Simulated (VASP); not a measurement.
# Mg3Sb2 (P-3m1) in VASP: a series of runs

Mg3Sb2 is run at these levels: r2SCAN; tasks: relaxation of shape and atoms at fixed volume.

All numbers are computed with VASP 6.6.1; they aren't measurements. Logs are shortened: lines on timing, memory, paths and dates and some standing lists are left out, and cuts for length are marked.

## 1. The cell of the first run

The structure is trigonal, space group P-3m1 (No. 164). The conventional cell has a = 4.569 Å, b = 4.569 Å, c = 7.242 Å, α = 90.00°, β = 90.00°, γ = 120.00°. Within 3.7 Å of Sb (site symmetry 3m) lie 7 Mg at 2.82 to 3.12 Å. Within 4.1 Å of Mg (site symmetry -3m) lie 6 Sb at 3.12 Å and 6 Mg at 3.74 Å. Mg (site symmetry 3m) has 4 Sb at 2.82 to 2.93 Å and 6 Mg at 3.27 to 3.74 Å within 3.8 Å.

## 2. Relaxation of shape and atoms at fixed volume, r2SCAN (26.18 Å³/atom)

Input file POSCAR:

```
Mg3Sb2
1.0
    4.5687898813      0.0000000000      0.0000000000
   -2.2843949407      3.9566881018      0.0000000000
    0.0000000000      0.0000000000      7.2416664105
Sb Mg
2 3
Direct
    0.3333333333      0.6666666667      0.2288398273
    0.6666666667      0.3333333333      0.7711601727
    0.0000000000      0.0000000000      0.0000000000
    0.3333333333      0.6666666667      0.6336972844
    0.6666666667      0.3333333333      0.3663027156
```

Input file INCAR.step1:

```
PREC     = Accurate       # precision mode
ENCUT    = 660            # plane-wave cutoff, eV
ISMEAR   = 0              # smearing method
SIGMA    = 0.05           # smearing width, eV
LREAL    = F              # projectors in reciprocal space
LASPH    = T              # aspherical terms in the spheres
NELM     = 120            # most SCF steps
GGA      = PE             # functional
ALGO     = Normal         # electronic algorithm
EDIFF    = 1E-5           # SCF threshold, eV
LWAVE    = T              # write WAVECAR
LCHARG   = F              # write CHGCAR
GGA_COMPAT= F            
IBRION   = 2              # ionic algorithm
ISIF     = 3              # what is computed and relaxed
EDIFFG   = -0.005         # ionic threshold
NELMIN   = 4            
NSW      = 100            # ionic steps
```

Input file INCAR.step2:

```
PREC     = Accurate       # precision mode
ENCUT    = 660            # plane-wave cutoff, eV
EDIFF    = 1E-7           # SCF threshold, eV
ISMEAR   = 0              # smearing method
SIGMA    = 0.05           # smearing width, eV
LREAL    = F              # projectors in reciprocal space
LASPH    = T              # aspherical terms in the spheres
NELM     = 120            # most SCF steps
ALGO     = Normal         # electronic algorithm
ISIF     = 4              # what is computed and relaxed
LWAVE    = F              # write WAVECAR
LCHARG   = F              # write CHGCAR
METAGGA  = R2SCAN         # meta-GGA
LMIXTAU  = T            
IBRION   = 2              # ionic algorithm
NSW      = 60             # ionic steps
EDIFFG   = -0.01          # ionic threshold
ISTART   = 1            
GGA_COMPAT= F            
NELMIN   = 4
```

Input file KPOINTS:

```
regular mesh
0
Gamma
  6 6 4
```

Potentials or basis: VASP PAW PBE potentials, release 64 (Sb, Mg).

On the command line:

```
> cat potpaw_PBE.64/Sb/POTCAR potpaw_PBE.64/Mg/POTCAR > POTCAR
> cp INCAR.step1 INCAR
> mpirun -np 1 vasp_std > vasp.out
> cp INCAR.step2 INCAR
> mpirun -np 1 vasp_std > vasp.out
```

OUTCAR:

```text
PREC = Accurate
   ENCUT = 660
   EDIFF = 1E-7
   ISMEAR = 0
   LREAL = F
   LASPH = T
   NELM = 120
   ISIF = 4
   METAGGA = R2SCAN
   IBRION = 2
   NSW = 60
   EDIFFG = -0.01
   ISTART = 1
   NELMIN = 4

 ion  position               nearest neighbor table
   1  0.333  0.667  0.229-   5 2.82   5 2.82   5 2.82   4 2.93   3 3.12   3 3.12   3 3.12
   2  0.667  0.333  0.771-   4 2.82   4 2.82   4 2.82   5 2.93   3 3.12   3 3.12   3 3.12
   3  0.000  0.000  0.000-   1 3.12   2 3.12   2 3.12   1 3.12   2 3.12   1 3.12
   4  0.333  0.667  0.634-   2 2.82   2 2.82   2 2.82   1 2.93   5 3.27   5 3.27   5 3.27
   5  0.667  0.333  0.366-   1 2.82   1 2.82   1 2.82   2 2.93   4 3.27   4 3.27   4 3.27

  LATTYP: Found a hexagonal cell.
 ALAT       =     4.5687898813
 C/A-ratio  =     1.5850294276

  Lattice vectors:

 A1 = (   4.5687898813,   0.0000000000,   0.0000000000)
 A2 = (  -2.2843949407,   3.9566881018,   0.0000000000)
 A3 = (   0.0000000000,   0.0000000000,   7.2416664105)

Analysis of symmetry for initial positions (statically):
=====================================================================
 Subroutine PRICEL returns:
 Original cell was already a primitive cell.

 Routine SETGRP: Setting up the symmetry group for a
 hexagonal supercell.

 Subroutine GETGRP returns: Found 12 space group operations
 (whereof 12 operations were pure point group operations)
 out of a pool of 24 trial point group operations.

The static configuration has the point symmetry D_3d.

Analysis of symmetry for dynamics (positions and initial velocities):
=====================================================================
 Subroutine PRICEL returns:
 Original cell was already a primitive cell.

 Routine SETGRP: Setting up the symmetry group for a
 hexagonal supercell.

 Subroutine GETGRP returns: Found 12 space group operations
 (whereof 12 operations were pure point group operations)
 out of a pool of 24 trial point group operations.

The dynamic configuration has the point symmetry D_3d.

 Subroutine INISYM returns: Found 12 space group operations
 (whereof 12 operations are pure point group operations),
 and found     1 'primitive' translations

----------------------------------------------------------------------------------------

                                     Primitive cell

  volume of cell :     130.9096

  direct lattice vectors                    reciprocal lattice vectors
     4.568789881  0.000000000  0.000000000     0.218876338  0.126368313  0.000000000
    -2.284394941  3.956688102  0.000000000     0.000000000  0.252736626  0.000000000
     0.000000000  0.000000000  7.241666410     0.000000000  0.000000000  0.138089763

  length of vectors
     4.568789881  4.568789881  7.241666410     0.252736626  0.252736626  0.138089763

  position of ions in fractional coordinates (direct lattice)
     0.333333333  0.666666667  0.228839827
     0.666666667  0.333333333  0.771160173
     0.000000000  0.000000000  0.000000000
     0.333333333  0.666666667  0.633697284
     0.666666667  0.333333333  0.366302716

  ion indices of the primitive-cell ions
   primitive index   ion index
                 1           1
                 2           2
                 3           3
                 4           4
                 5           5

----------------------------------------------------------------------------------------

 KPOINTS: regular mesh

Automatic generation of k-mesh.
 Grid dimensions read from file:
 generate k-points for:    6    6    4

 Generating k-lattice:

  Cartesian coordinates                     Fractional coordinates (reciprocal lattice)
     0.036479390  0.021061385  0.000000000     0.166666667 -0.000000000  0.000000000
     0.000000000  0.042122771  0.000000000     0.000000000  0.166666667  0.000000000
     0.000000000  0.000000000  0.034522441     0.000000000  0.000000000  0.250000000

  Length of vectors
     0.042122771  0.042122771  0.034522441

  Shift w.r.t. Gamma in fractional coordinates (k-lattice)
     0.000000000  0.000000000  0.000000000

 Subroutine IBZKPT returns following result:
 ===========================================

 Found     24 irreducible k-points:

 Following reciprocal coordinates:
            Coordinates               Weight
  0.000000  0.000000  0.000000      1.000000
  0.166667  0.000000  0.000000      6.000000
  0.333333  0.000000  0.000000      6.000000
  0.500000 -0.000000  0.000000      3.000000
  0.166667  0.166667  0.000000      6.000000
  0.333333  0.166667  0.000000     12.000000
[... 16 lines left out ...]
  0.333333  0.166667  0.500000     12.000000
  0.333333  0.333333  0.500000      2.000000
   k-points           NKPTS =     24   k-points in BZ     NKDIM =     24   number of bands    NBANDS=     12
   number of dos      NEDOS =    301   number of ions     NIONS =      5
   total plane-waves  NPLWV = 102400
   dimension x,y,z NGX =    40 NGY =   40 NGZ =   64
   dimension x,y,z NGXF=    80 NGYF=   80 NGZF=  128
   ions per type =               2   3
   NGX,Y,Z   is equivalent  to a cutoff of  14.55, 14.55, 14.69 a.u.
   NGXF,Y,Z  is equivalent  to a cutoff of  29.11, 29.11, 29.38 a.u.
 SYSTEM =  unknown system
   PREC   = accura    normal or accurate (medium, high low for compatibility)
   ISTART =      1    job   : 0-new  1-cont  2-samecut
   ICHARG =      0    charge: 1-file 2-atom 10-const
   ISPIN  =      1    spin polarized calculation?
   LNONCOLLINEAR =      F non collinear calculations
   LSORBIT =      F    spin-orbit coupling
   LASPH  =      T    aspherical Exc in radial PAW
   ENCUT  =  660.0 eV  48.51 Ry    6.96 a.u.   9.57  9.57 15.17*2*pi/ulx,y,z
   NELM   =    120;   NELMIN=  4; NELMDL=  0     # of ELM steps
   EDIFF  = 0.1E-06   stopping-criterion for ELM
   LREAL  =      F    real-space projection
   EDIFFG = -.1E-01   stopping-criterion for IOM
   NSW    =     60    number of steps for IOM
   IBRION =      2    ionic relax: 0-MD 1-quasi-New 2-CG
   NFREE  =      1    steps in history (QN), initial steepest desc. (CG)
   ISIF   =      4    stress and relaxation
   ISYM   =      2    0-nonsym 1-usesym 2-fastsym
   POTIM  = 0.5000    time-step for ionic-motion
   TEBEG  =    0.0;   TEEND  =   0.0 temperature during run
   PSTRESS=    0.0 pullay stress
   NELECT =      16.0000    total number of electrons
   NUPDOWN=      -1.0000    fix difference up-down
   EMIN   =  10.00;   EMAX   =-10.00  energy-range for DOS
   EFERMI =   0.00;   METHOD = LEGACY
   ISMEAR =     0;   SIGMA  =   0.05  broadening in eV -4-tet -1-fermi 0-gaus
   EFERMI_NEDOS =   21; number of points for ismear=-14 and -15
   IALGO  =     38    algorithm
   IMIX   =      4    mixing-type and parameters
     AMIX     =   0.40;   BMIX     =  1.00
     AMIX_MAG =   1.60;   BMIX_MAG =  1.00
  volume/ion in A,a.u.               =      26.18       176.68
  Fermi-wavevector in a.u.,A,eV,Ry     =   0.812439  1.535288  8.980632  0.660058
  Thomas-Fermi vector in A             =   1.921982
   LORBIT       =      0    0 simple, 1 ext, 2 COOP (PROOUT), +10 PAW based schemes
   METAGGA = R2SCAN    functional components
   LHFCALC =     F    Hartree Fock is set to
   AEXX    =    0.0000 exact exchange contribution
   IVDW    =     0    specifies the selected vdW correction
   LEPSILON=     F    determine dielectric tensor
   LRPA    =     F    only Hartree local field effects (RPA)
 conjugate gradient relaxation of ions
 non-spin polarized calculation
 Gauss-broadening in eV      SIGMA  =   0.05
  energy-cutoff  :      660.00
  volume of cell :      130.91
 maximum number of plane-waves:      5095
 NGX is ok and might be reduce to    40
   NGX = 19   NGY = 19   NGZ = 31

--------------------------------------- Ionic step        1  -------------------------------------------

 number of electron      16.0000000 magnetization

 Free energy of the ion-electron system (eV)
  ---------------------------------------------------
  ext. energy  EPLUGINS =         0.00000000
  ---------------------------------------------------
  free energy    TOTEN  =       -66.25314797 eV

  energy without entropy =      -66.25314797  energy(sigma->0) =      -66.25314797

------------------------ aborting loop because EDIFF is reached ----------------------------------------

  FORCE on cell =-STRESS in cart. coord.  units (eV):
  Direction    XX          YY          ZZ          XY          YZ          ZX
  --------------------------------------------------------------------------------------
  -------------------------------------------------------------------------------------
  Total        0.0026690      0.0026690      0.0073953     -0.0000000      0.0000000      0.0000000
  in kB        0.0326648      0.0326648      0.0905097     -0.0000000      0.0000000      0.0000000
  external PRESSURE =       0.0519464 kB  Pullay stress =       0.0000000 kB

 VOLUME and BASIS-vectors are now :
 -----------------------------------------------------------------------------
  energy-cutoff  :      660.00
  volume of cell :      130.91
      direct lattice vectors                 reciprocal lattice vectors
     4.568789881  0.000000000  0.000000000     0.218876338  0.126368313  0.000000000
    -2.284394941  3.956688102  0.000000000     0.000000000  0.252736626  0.000000000
     0.000000000  0.000000000  7.241666410     0.000000000  0.000000000  0.138089763
[... 40 lines left out ...]
 POSITION                                       TOTAL-FORCE (eV/Angst)
 -----------------------------------------------------------------------------------
     -0.00000      2.63775      1.65627        -0.000000      0.000000     -0.013719
      2.28436      1.31888      5.58562         0.000000      0.000000      0.013719
      4.56872     -0.00000      0.00000         0.000000      0.000000      0.000000
     -0.00000      2.63775      4.58893         0.000000     -0.000000     -0.004781
      2.28436      1.31888      2.65296        -0.000000      0.000000      0.004781
 -----------------------------------------------------------------------------------
    total drift:                                0.000000      0.000000     -0.000000

  FREE ENERGIE OF THE ION-ELECTRON SYSTEM (eV)
  ---------------------------------------------------
  free  energy   TOTEN  =       -66.2531790091 eV

  energy  without entropy=      -66.2531790091  energy(sigma->0) =      -66.25317901

--------------------------------------- Ionic step        3  -------------------------------------------

 number of electron      16.0000000 magnetization

 Free energy of the ion-electron system (eV)
  ---------------------------------------------------
  ext. energy  EPLUGINS =         0.00000000
  ---------------------------------------------------
  free energy    TOTEN  =       -66.25320180 eV

  energy without entropy =      -66.25320180  energy(sigma->0) =      -66.25320180

 E-fermi :   4.6098     XC(G=0):  -9.1784

 val. band max:        4.3603651770   @ k =   0.0000   0.0000   0.0000
 cond. band min:       4.9234202521   @ k =   0.3333   0.3333   0.0000
 fundamental gap:      0.5630550751
 Fermi energy:         4.6097584389

 k-point     1 :       0.0000    0.0000    0.0000
  band No.  band energies     occupation
      1      -6.3342      2.00000
      2      -5.0242      2.00000
      3      -0.6836      2.00000
      4       3.2034      2.00000
      5       3.2034      2.00000
      6       3.9411      2.00000
      7       3.9411      2.00000
      8       4.3604      2.00000
      9       6.1278      0.00000
     10       6.1425      0.00000
     11       7.7729      0.00000
     12       7.7729      0.00000

 k-point     2 :       0.1667    0.0000    0.0000
  band No.  band energies     occupation
      1      -6.1345      2.00000
      2      -4.9089      2.00000
      3      -0.4359      2.00000
      4       1.8389      2.00000
      5       2.7097      2.00000
      6       2.7500      2.00000
      7       3.8754      2.00000
      8       4.0795      2.00000
      9       6.4466      0.00000
     10       7.1245      0.00000
     11       7.7272      0.00000
     12       8.0971      0.00000
[... 350 lines left out ...]
 POSITION                                       TOTAL-FORCE (eV/Angst)
 -----------------------------------------------------------------------------------
     -0.00000      2.63766      1.65413        -0.000000     -0.000000      0.001205
      2.28428      1.31883      5.58827         0.000000      0.000000     -0.001205
     -2.28428      3.95649     -0.00000         0.000000      0.000000      0.000000
     -0.00000      2.63766      4.58871         0.000000      0.000000     -0.004648
      2.28428      1.31883      2.65369        -0.000000     -0.000000      0.004648
 -----------------------------------------------------------------------------------
    total drift:                               -0.000000      0.000000      0.000000

  FREE ENERGIE OF THE ION-ELECTRON SYSTEM (eV)
  ---------------------------------------------------
  free  energy   TOTEN  =       -66.2532017969 eV

  energy  without entropy=      -66.2532017969  energy(sigma->0) =      -66.25320180

 reached required accuracy - stopping structural energy minimisation
```

It took 19 min on 1 thread of Oxide Virtual Turin-like, shared host; peak memory 0.35 GiB.

Results:

```
Free energy                  : -66.2532 eV
Energy gained by relaxing    : 0.0 meV/atom
Ionic steps                  : 3
Pressure after relaxing      : 0.0 GPa
Largest force after relaxing : 0.005 eV/Å
Band gap on the k mesh       : 0.56 eV (least direct gap 1.74 eV)
```

Forces on the atoms (eV/Å):
```
Sb   0.000  0.000  0.001
Sb   0.000  0.000 -0.001
Mg   0.000  0.000  0.000
Mg   0.000  0.000 -0.005
Mg   0.000  0.000  0.005
```

Final structure:
```xyz
5
Lattice="4.5686 0.0000 0.0000 -2.2843 3.9565 0.0000 0.0000 0.0000 7.2424" Properties=species:S:1:pos:R:3 pbc="T T T"
Sb    0.0000    2.6377    1.6541
Sb    2.2843    1.3188    5.5883
Mg   -2.2843    3.9565    0.0000
Mg    0.0000    2.6377    4.5887
Mg    2.2843    1.3188    2.6537
```

Caveat: semilocal functionals underestimate gaps, and a narrow one can read as zero; the PAW data sets were made with another functional, which shifts forces and pressure a little; spin-orbit coupling is left out, which moves the levels of the heavy elements.

## 3. Relaxation of shape and atoms at fixed volume, r2SCAN

This run uses another cell than the first one, of 26.34 Å³/atom.

Input file POSCAR:

```
Mg3Sb2
1.0
    4.5840525326      0.0000000000      0.0000000000
   -2.2920262663      3.9699059455      0.0000000000
    0.0000000000      0.0000000000      7.2375061567
Sb Mg
2 3
Direct
    0.3333333333      0.6666666667      0.2252481735
    0.6666666667      0.3333333333      0.7747518265
    0.0000000000      0.0000000000      0.0000000000
    0.3333333333      0.6666666667      0.6324830002
    0.6666666667      0.3333333333      0.3675169998
```

Input file INCAR.step1:

```
SYSTEM = Mg3Sb2
PREC = Accurate
ENCUT = 660
ISMEAR = 0
SIGMA = 0.05
LREAL = .FALSE.
LASPH = .TRUE.
NELM = 120
GGA = PE
ALGO = Normal
EDIFF = 1E-5
LWAVE = .TRUE.
LCHARG = .FALSE.
GGA_COMPAT = .FALSE.
IBRION = 2
ISIF = 3
EDIFFG = -0.005
NELMIN = 4
NSW = 100
```

Input file INCAR.step2:

```
SYSTEM = Mg3Sb2
PREC = Accurate
ENCUT = 660
EDIFF = 1E-7
ISMEAR = 0
SIGMA = 0.05
LREAL = .FALSE.
LASPH = .TRUE.
NELM = 120
ALGO = Normal
ISIF = 4
LWAVE = .FALSE.
LCHARG = .FALSE.
METAGGA = R2SCAN
LMIXTAU = .TRUE.
IBRION = 2
NSW = 60
EDIFFG = -0.02
ISTART = 1
GGA_COMPAT = .FALSE.
NELMIN = 4
```

Input file KPOINTS:

```
Automatic mesh
0
G
  6 6 4
  0 0 0
```

Potentials or basis: VASP PAW PBE potentials, release 64 (Sb, Mg).

On the command line:

```
> cat potpaw_PBE.64/Sb/POTCAR potpaw_PBE.64/Mg/POTCAR > POTCAR
> cp INCAR.step1 INCAR
> mpirun -np 1 vasp_std > vasp.out
> cp INCAR.step2 INCAR
> mpirun -np 1 vasp_std > vasp.out
```

It took 28 min on 1 thread of Oxide Virtual Turin-like, shared host; peak memory 0.34 GiB.

Results (log left out):

| Item | Value |
| --- | --- |
| Free energy | -66.2523 eV |
| Energy gained by relaxing | 0.9 meV/atom |
| Ionic steps | 5 |
| Pressure after relaxing | -0.3 GPa |
| Largest force after relaxing | 0.010 eV/Å |
| Band gap on the k mesh | 0.58 eV (least direct gap 1.75 eV) |

Forces in eV/Å, atoms in the order of the input:
```
Sb   0.000  0.000  0.007
Sb   0.000  0.000 -0.007
Mg   0.000  0.000  0.000
Mg   0.000  0.000  0.010
Mg   0.000  0.000 -0.010
```

Stress tensor (GPa, compression positive):
```
-0.26  0.00  0.00
 0.00 -0.26  0.00
 0.00  0.00 -0.38
```

The path:
```
step  energy change (eV)  largest force (eV/Å)  pressure (GPa)  volume (Å³)
   1              0.0000                0.1576           -0.45       131.71
   2             -0.0023                0.1107           -0.41       131.71
   3             -0.0042                0.0425           -0.33       131.71
   4             -0.0025                0.0946           -0.18       131.71
   5             -0.0045                0.0102           -0.30       131.71
```

Final structure:
```yaml
crystal:
  lattice:
    - [4.57426, 0.00000, 0.00000]
    - [-2.28713, 3.96142, 0.00000]
    - [0.00000, 0.00000, 7.26853]
  atoms:
    - { symbol: Sb, position: [0.33333, 0.66667, 0.22861] }
    - { symbol: Sb, position: [0.66667, 0.33333, 0.77139] }
    - { symbol: Mg, position: [0.00000, 0.00000, 0.00000] }
    - { symbol: Mg, position: [0.33333, 0.66667, 0.63298] }
    - { symbol: Mg, position: [0.66667, 0.33333, 0.36702] }
```

Levels at points of the mesh, in eV from the valence-band top:
```csv
k point,band 4,band 5,band 6,band 7,band 8,band 9,band 10,band 11,band 12
"(0.00, 0.00, 0.00)",-1.12,-1.12,-0.39,-0.39,0.00,1.77,1.79,3.44,3.44
"(0.50, 0.00, 0.00)",-3.83,-3.29,-2.35,-2.18,-0.93,0.82,2.44,2.47,3.17
"(0.00, 0.00, 0.50)",-2.99,-0.81,-0.81,-0.73,-0.73,2.31,2.46,3.09,3.09
"(0.50, 0.00, 0.50)",-4.67,-1.87,-1.70,-1.67,-1.56,0.87,1.68,2.16,2.60
```

Caveat: semilocal functionals underestimate gaps, and a narrow one can read as zero; the PAW data sets were made with another functional, which shifts forces and pressure a little; spin-orbit coupling is left out, which moves the levels of the heavy elements. A k mesh can miss the band edges.
